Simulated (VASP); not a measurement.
# Tl (P6_3/mmc) in VASP: notebook

Runs on Tl. Level: r2SCAN. Tasks: single point, relaxation of cell and atoms.

All numbers are computed with VASP 6.6.1; they aren't measurements. Logs are shortened: lines on timing, memory, paths and dates and some standing lists are left out, and cuts for length are marked.

### 1 The cell of the first run

It takes space group P6_3/mmc (No. 194, hexagonal). The conventional cell has a = 3.465 Å, b = 3.465 Å, c = 5.797 Å, α = 90.00°, β = 90.00°, γ = 120.00°. Tl (site symmetry -6m2) has 12 Tl at 3.46 to 3.52 Å within 4.6 Å.

### 2 Single point, r2SCAN

File POSCAR:

```
Tl
1.0
    3.4646978678      0.0000000000      0.0000000000
   -1.7323489339      3.0005163700      0.0000000000
    0.0000000000      0.0000000000      5.7965002398
Tl
2
Direct
    0.3333333333      0.6666666667      0.2500000000
    0.6666666667      0.3333333333      0.7500000000
```

File INCAR.step1:

```
SYSTEM = Tl
PREC = Accurate
ENCUT = 520
ISMEAR = -1
SIGMA = 0.05
LREAL = .False.
LASPH = .True.
NELM = 100
NBANDS = 20
GGA = PE
ALGO = Normal
EDIFF = 1E-4
LWAVE = .True.
LCHARG = .False.
```

File INCAR.step2:

```
SYSTEM = Tl
PREC = Accurate
ENCUT = 520
EDIFF = 1E-6
ISMEAR = -1
SIGMA = 0.05
LREAL = .False.
LASPH = .True.
NELM = 100
ALGO = Normal
ISIF = 2
LWAVE = .False.
LCHARG = .True.
METAGGA = R2SCAN
LMIXTAU = .True.
LELF = .True.
LVHAR = .True.
NBANDS = 20
ISTART = 1
```

File KPOINTS:

```
Automatic mesh
0
Gamma
  9 9 5
  0 0 0
```

Potentials or basis: VASP PAW PBE potentials, release 64 (Tl_d).

Launch:

```sh
$ cat potpaw_PBE.64/Tl_d/POTCAR > POTCAR
$ cp INCAR.step1 INCAR
$ mpirun -np 1 vasp_std > vasp.out
$ cp INCAR.step2 INCAR
$ mpirun -np 1 vasp_std > vasp.out
```

OUTCAR:

```text
SYSTEM = Tl
   PREC = Accurate
   ENCUT = 520
   EDIFF = 1E-6
   ISMEAR = -1
   LREAL = .False.
   LASPH = .True.
   NELM = 100
   ISIF = 2
   METAGGA = R2SCAN
   ISTART = 1

 ion  position               nearest neighbor table
   1  0.333  0.667  0.250-   2 3.52   2 3.52   2 3.52   2 3.52   2 3.52   2 3.52
   2  0.667  0.333  0.750-   1 3.52   1 3.52   1 3.52   1 3.52   1 3.52   1 3.52

  LATTYP: Found a hexagonal cell.
 ALAT       =     3.4646978678
 C/A-ratio  =     1.6730175216

  Lattice vectors:

 A1 = (   3.4646978678,   0.0000000000,   0.0000000000)
 A2 = (  -1.7323489339,   3.0005163700,   0.0000000000)
 A3 = (   0.0000000000,   0.0000000000,   5.7965002398)

Analysis of symmetry for initial positions (statically):
=====================================================================
 Subroutine PRICEL returns:
 Original cell was already a primitive cell.

 Routine SETGRP: Setting up the symmetry group for a
 hexagonal supercell.

 Subroutine GETGRP returns: Found 24 space group operations
 (whereof 12 operations were pure point group operations)
 out of a pool of 24 trial point group operations.

The static configuration has the point symmetry D_3d.
 The point group associated with its full space group is D_6h.

Analysis of symmetry for dynamics (positions and initial velocities):
=====================================================================
 Subroutine PRICEL returns:
 Original cell was already a primitive cell.

 Routine SETGRP: Setting up the symmetry group for a
 hexagonal supercell.

 Subroutine GETGRP returns: Found 24 space group operations
 (whereof 12 operations were pure point group operations)
 out of a pool of 24 trial point group operations.

The dynamic configuration has the point symmetry D_3d.
 The point group associated with its full space group is D_6h.

 Subroutine INISYM returns: Found 24 space group operations
 (whereof 12 operations are pure point group operations),
 and found     1 'primitive' translations

----------------------------------------------------------------------------------------

                                     Primitive cell

  volume of cell :      60.2597

  direct lattice vectors                    reciprocal lattice vectors
     3.464697868  0.000000000  0.000000000     0.288625455  0.166637984  0.000000000
    -1.732348934  3.000516370  0.000000000     0.000000000  0.333275969  0.000000000
     0.000000000  0.000000000  5.796500240     0.000000000  0.000000000  0.172517892

  length of vectors
     3.464697868  3.464697868  5.796500240     0.333275969  0.333275969  0.172517892

  position of ions in fractional coordinates (direct lattice)
     0.333333333  0.666666667  0.250000000
     0.666666667  0.333333333  0.750000000

  ion indices of the primitive-cell ions
   primitive index   ion index
                 1           1
                 2           2

----------------------------------------------------------------------------------------

 KPOINTS: Automatic mesh

Automatic generation of k-mesh.
 Grid dimensions read from file:
 generate k-points for:    9    9    5

 Generating k-lattice:

  Cartesian coordinates                     Fractional coordinates (reciprocal lattice)
     0.032069495  0.018515332  0.000000000     0.111111111 -0.000000000  0.000000000
     0.000000000  0.037030663  0.000000000     0.000000000  0.111111111  0.000000000
     0.000000000  0.000000000  0.034503578     0.000000000  0.000000000  0.200000000

  Length of vectors
     0.037030663  0.037030663  0.034503578

  Shift w.r.t. Gamma in fractional coordinates (k-lattice)
     0.000000000  0.000000000  0.000000000

 Subroutine IBZKPT returns following result:
 ===========================================

 Found     36 irreducible k-points:

 Following reciprocal coordinates:
            Coordinates               Weight
  0.000000  0.000000  0.000000      1.000000
  0.111111  0.000000  0.000000      6.000000
  0.222222 -0.000000  0.000000      6.000000
  0.333333  0.000000  0.000000      6.000000
  0.444444 -0.000000  0.000000      6.000000
  0.111111  0.111111  0.000000      6.000000
[... 16 lines left out ...]
  0.333333  0.222222  0.200000     24.000000
  0.333333  0.333333  0.200000      4.000000
 [... further k-points ...]
   k-points           NKPTS =     36   k-points in BZ     NKDIM =     36   number of bands    NBANDS=     20
   number of dos      NEDOS =    301   number of ions     NIONS =      2
   total plane-waves  NPLWV =  37632
   dimension x,y,z NGX =    28 NGY =   28 NGZ =   48
   dimension x,y,z NGXF=    56 NGYF=   56 NGZF=   96
   ions per type =               2
   NGX,Y,Z   is equivalent  to a cutoff of  13.44, 13.44, 13.77 a.u.
   NGXF,Y,Z  is equivalent  to a cutoff of  26.87, 26.87, 27.53 a.u.
 SYSTEM =  Tl
   PREC   = accura    normal or accurate (medium, high low for compatibility)
   ISTART =      1    job   : 0-new  1-cont  2-samecut
   ICHARG =      0    charge: 1-file 2-atom 10-const
   ISPIN  =      1    spin polarized calculation?
   LNONCOLLINEAR =      F non collinear calculations
   LSORBIT =      F    spin-orbit coupling
   LASPH  =      T    aspherical Exc in radial PAW
   ENCUT  =  520.0 eV  38.22 Ry    6.18 a.u.   6.44  6.44 10.78*2*pi/ulx,y,z
   NELM   =    100;   NELMIN=  2; NELMDL=  0     # of ELM steps
   EDIFF  = 0.1E-05   stopping-criterion for ELM
   LREAL  =      F    real-space projection
[... 7 lines left out ...]
   TEBEG  =    0.0;   TEEND  =   0.0 temperature during run
   PSTRESS=    0.0 pullay stress
   NELECT =      26.0000    total number of electrons
   NUPDOWN=      -1.0000    fix difference up-down
   EMIN   =  10.00;   EMAX   =-10.00  energy-range for DOS
   EFERMI =   0.00;   METHOD = LEGACY
   ISMEAR =    -1;   SIGMA  =   0.05  broadening in eV -4-tet -1-fermi 0-gaus
   EFERMI_NEDOS =   21; number of points for ismear=-14 and -15
   IALGO  =     38    algorithm
   IMIX   =      4    mixing-type and parameters
     AMIX     =   0.40;   BMIX     =  1.00
     AMIX_MAG =   1.60;   BMIX_MAG =  1.00
  volume/ion in A,a.u.               =      30.13       203.33
  Fermi-wavevector in a.u.,A,eV,Ry     =   1.237058  2.337701 20.821179  1.530313
  Thomas-Fermi vector in A             =   2.371641
   LORBIT       =      0    0 simple, 1 ext, 2 COOP (PROOUT), +10 PAW based schemes
   METAGGA = R2SCAN    functional components
   LHFCALC =     F    Hartree Fock is set to
   AEXX    =    0.0000 exact exchange contribution
   IVDW    =     0    specifies the selected vdW correction
   LEPSILON=     F    determine dielectric tensor
   LRPA    =     F    only Hartree local field effects (RPA)
 non-spin polarized calculation
  energy-cutoff  :      520.00
  volume of cell :       60.26
 maximum number of plane-waves:      1643
 NGX is ok and might be reduce to    28
   NGX = 13   NGY = 13   NGZ = 21

 number of electron      26.0000002 magnetization

 Free energy of the ion-electron system (eV)
  ---------------------------------------------------
  ext. energy  EPLUGINS =         0.00000000
  ---------------------------------------------------
  free energy    TOTEN  =      -106.34298001 eV

  energy without entropy =     -106.32925640  energy(sigma->0) =     -106.33611820

 E-fermi :   6.0355     XC(G=0): -10.5315

 val. band max:        6.0070488089   @ k =   0.4444  -0.0000   0.2000
 cond. band min:       6.0412365307   @ k =   0.3333   0.0000   0.0000
 fundamental gap:      0.0341877218
 Fermi energy:         6.0354831578

 k-point     1 :       0.0000    0.0000    0.0000
  band No.  band energies     occupation
      1      -6.2711      2.00000
      2      -6.1275      2.00000
      3      -6.0733      2.00000
      4      -6.0733      2.00000
      5      -6.0336      2.00000
      6      -6.0336      2.00000
[... 12 lines left out ...]
     19      17.1317      0.00000
     20      17.5809      0.00000

 k-point     2 :       0.1111    0.0000    0.0000
  band No.  band energies     occupation
      1      -6.2361      2.00000
      2      -6.1314      2.00000
      3      -6.0566      2.00000
      4      -6.0290      2.00000
      5      -6.0211      2.00000
      6      -5.9841      2.00000
[... 12 lines left out ...]
     19      17.0945      0.00000
     20      18.4793      0.00000

 k-point     3 :       0.2222   -0.0000    0.0000
  band No.  band energies     occupation
      1      -6.2638      2.00000
      2      -6.1038      2.00000
      3      -6.0506      2.00000
      4      -6.0313      2.00000
      5      -5.9780      2.00000
      6      -5.9205      2.00000
[... 12 lines left out ...]
     19      15.8545      0.00000
     20      17.5213      0.00000

 k-point     4 :       0.3333    0.0000    0.0000
  band No.  band energies     occupation
      1      -6.3428      2.00000
      2      -6.1633      2.00000
      3      -6.1464      2.00000
      4      -6.0259      2.00000
      5      -5.9515      2.00000
      6      -5.8786      2.00000
[... 12 lines left out ...]
     19      15.0892      0.00000
     20      16.8517      0.00000

 k-point     5 :       0.4444   -0.0000    0.0000
  band No.  band energies     occupation
      1      -6.3958      2.00000
      2      -6.2246      2.00000
      3      -6.2072      2.00000
      4      -6.0551      2.00000
      5      -5.9226      2.00000
      6      -5.8929      2.00000
[... 12 lines left out ...]
     19      14.7934      0.00000
     20      16.4069      0.00000

 k-point     6 :       0.1111    0.1111    0.0000
  band No.  band energies     occupation
      1      -6.1940      2.00000
      2      -6.1587      2.00000
      3      -6.0312      2.00000
      4      -6.0060      2.00000
      5      -5.9874      2.00000
      6      -5.9821      2.00000
[... 12 lines left out ...]
     19      17.2568      0.00000
     20      17.4881      0.00000

 k-point     7 :       0.2222    0.1111    0.0000
  band No.  band energies     occupation
      1      -6.2495      2.00000
      2      -6.1216      2.00000
      3      -6.0970      2.00000
      4      -6.0250      2.00000
      5      -6.0094      2.00000
      6      -5.8924      2.00000
[... 12 lines left out ...]
     19      16.0537      0.00000
     20      16.9513      0.00000
[... 277 lines left out ...]
 k-point    20 :       0.3333    0.1111    0.2000
  band No.  band energies     occupation
      1      -6.2993      2.00000
      2      -6.2250      2.00000
      3      -6.1364      2.00000
      4      -6.0531      2.00000
      5      -5.9907      2.00000
      6      -5.8554      2.00000
[... 12 lines left out ...]
     19      16.0556      0.00000
     20      16.6487      0.00000

 k-point    21 :       0.4444    0.1111    0.2000
  band No.  band energies     occupation
      1      -6.3217      2.00000
      2      -6.2634      2.00000
      3      -6.1499      2.00000
      4      -6.0458      2.00000
      5      -6.0296      2.00000
      6      -5.8121      2.00000
[... 12 lines left out ...]
     19      15.8810      0.00000
     20      16.4946      0.00000

 k-point    22 :       0.2222    0.2222    0.2000
  band No.  band energies     occupation
      1      -6.2008      2.00000
      2      -6.1532      2.00000
      3      -6.1073      2.00000
      4      -6.0883      2.00000
      5      -5.9683      2.00000
      6      -5.8871      2.00000
[... 12 lines left out ...]
     19      15.3369      0.00000
     20      17.8231      0.00000

 k-point    23 :       0.3333    0.2222    0.2000
  band No.  band energies     occupation
      1      -6.2250      2.00000
      2      -6.1757      2.00000
      3      -6.0979      2.00000
      4      -6.0447      2.00000
      5      -5.9968      2.00000
      6      -5.8473      2.00000
[... 12 lines left out ...]
     19      14.5353      0.00000
     20      19.0437      0.00000

 k-point    24 :       0.3333    0.3333    0.2000
  band No.  band energies     occupation
      1      -6.2121      2.00000
      2      -6.1149      2.00000
      3      -6.1149      2.00000
      4      -5.9359      2.00000
      5      -5.9359      2.00000
      6      -5.9339      2.00000
[... 12 lines left out ...]
     19      13.6967      0.00000
     20      20.4869      0.00000

 [... further k-points ...]
[... 5 lines left out ...]
  --------------------------------------------------------------------------------------
  -------------------------------------------------------------------------------------
  Total       -0.0065428     -0.0065428     -0.0180593      0.0000000     -0.0000000      0.0000000
  in kB       -0.1739591     -0.1739591     -0.4801588      0.0000000     -0.0000000      0.0000000
  external PRESSURE =      -0.2760257 kB  Pullay stress =       0.0000000 kB

 VOLUME and BASIS-vectors are now :
 -----------------------------------------------------------------------------
  energy-cutoff  :      520.00
  volume of cell :       60.26
      direct lattice vectors                 reciprocal lattice vectors
     3.464697868  0.000000000  0.000000000     0.288625455  0.166637984  0.000000000
    -1.732348934  3.000516370  0.000000000     0.000000000  0.333275969  0.000000000
     0.000000000  0.000000000  5.796500240     0.000000000  0.000000000  0.172517892

 POSITION                                       TOTAL-FORCE (eV/Angst)
 -----------------------------------------------------------------------------------
     -0.00000      2.00034      1.44913        -0.000000     -0.000000      0.000000
      1.73235      1.00017      4.34738         0.000000      0.000000      0.000000
 -----------------------------------------------------------------------------------
    total drift:                               -0.000000      0.000000     -0.000000

  FREE ENERGIE OF THE ION-ELECTRON SYSTEM (eV)
  ---------------------------------------------------
  free  energy   TOTEN  =      -106.3429800062 eV

  energy  without entropy=     -106.3292563973  energy(sigma->0) =     -106.33611820
```

Wall time 2.1 min (1 thread of Intel Xeon Platinum 8259CL at 2.50GHz (Skylake/Cascade Lake), shared host); peak memory 0.21 GiB.

Results:

| Quantity | Value |
| --- | --- |
| Free energy | -106.3430 eV |
| Pressure | 0.0 GPa |
| Band gap on the k mesh | zero (bands 13 and 14 overlap by 3.22 eV) |

Caveat: the PAW data sets were made with another functional, which shifts forces and pressure a little; spin-orbit coupling is left out, which moves the levels of the heavy elements.

### 3 Relaxation of cell and atoms, r2SCAN

This run uses another cell than the first one, of 28.57 Å³/atom.

File POSCAR:

```
Tl
1.0
    3.4560000000      0.0000000000      0.0000000000
   -1.7280000000      2.9929838000      0.0000000000
    0.0000000000      0.0000000000      5.5250000000
Tl
2
Direct
    0.3333333333      0.6666666667      0.2500000000
    0.6666666667      0.3333333333      0.7500000000
```

File INCAR.step1:

```
ALGO = Normal
EDIFF = 1E-4
ENCUT = 600
GGA = PE
ISMEAR = -1
LASPH = True
LCHARG = False
LREAL = False
LWAVE = True
NELM = 100
PREC = Accurate
SIGMA = 0.05
```

File INCAR.step2:

```
ALGO = Normal
EDIFF = 1E-6
EDIFFG = -0.01
ENCUT = 600
IBRION = 2
ISIF = 3
ISMEAR = -1
ISTART = 1
LASPH = True
LCHARG = False
LMIXTAU = True
LREAL = False
LWAVE = False
METAGGA = R2SCAN
NELM = 100
NSW = 80
PREC = Accurate
SIGMA = 0.05
```

File KPOINTS:

```
k-points
0
Gamma
  9 9 5
```

Potentials or basis: VASP PAW PBE potentials, release 64 (Tl_d).

Launch:

```sh
$ cat potpaw_PBE.64/Tl_d/POTCAR > POTCAR
$ cp INCAR.step1 INCAR
$ mpirun -np 1 vasp_std > vasp.out
$ cp INCAR.step2 INCAR
$ mpirun -np 1 vasp_std > vasp.out
```

Run time: 18 min. Hardware: 1 thread of Intel Xeon Platinum 8259CL at 2.50GHz (Skylake/Cascade Lake), shared host; peak memory 0.23 GiB.

It converged, with:

```yaml
Free_energy: -106.3416 eV
Relaxed_volume: 30.14 Å³/atom
Relaxed_cell: a = 3.468 Å, b = 3.468 Å, c = 5.788 Å, α = 90.00°, β = 90.00°, γ = 120.00°
Space_group_after_relaxing_to_0.1_Å: P6_3/mmc (No. 194)
Energy_gained_by_relaxing: 12.6 meV/atom
Ionic_steps: 12
Pressure_after_relaxing: 0.0 GPa
Band_gap_on_the_k_mesh: zero (bands 13 and 14 overlap by 3.23 eV)
```

Step by step:
```tsv
step	energy change (eV)	largest force (eV/Å)	pressure (GPa)	volume (Å³)
1	0.0000	0.0000	2.15	57.15
2	-0.0231	0.0000	0.05	60.38
3	-0.0232	0.0000	-0.07	60.59
4	-0.0237	0.0000	-0.05	60.53
5	-0.0248	0.0000	0.00	60.35
6	-0.0244	0.0000	0.16	59.95
7	-0.0252	0.0000	0.05	60.22
8	-0.0252	0.0000	0.06	60.19
9	-0.0252	0.0000	0.07	60.16
10	-0.0252	0.0000	0.06	60.17
11	-0.0252	0.0000	-0.05	60.39
12	-0.0252	0.0000	0.00	60.29
```

Final structure:
```yaml
crystal:
  lattice:
    - [3.46791, 0.00000, 0.00000]
    - [-1.73395, 3.00330, 0.00000]
    - [0.00000, 0.00000, 5.78829]
  atoms:
    - { symbol: Tl, position: [0.33333, 0.66667, 0.25000] }
    - { symbol: Tl, position: [0.66667, 0.33333, 0.75000] }
```

Levels at points of the mesh, in eV from the Fermi level:
```
           k point  band 10  band 11  band 12  band 13  band 14  band 15  band 16  band 17
(0.00, 0.00, 0.00)   -11.69   -10.12    -5.84    -2.83     8.36     8.36     9.76    10.27
```

Caveat: the PAW data sets were made with another functional, which shifts forces and pressure a little; spin-orbit coupling is left out, which moves the levels of the heavy elements. Zero-point motion and thermal expansion aren't in these numbers.

The gap in the log of VASP goes by the Fermi energy; the results here count the filled bands.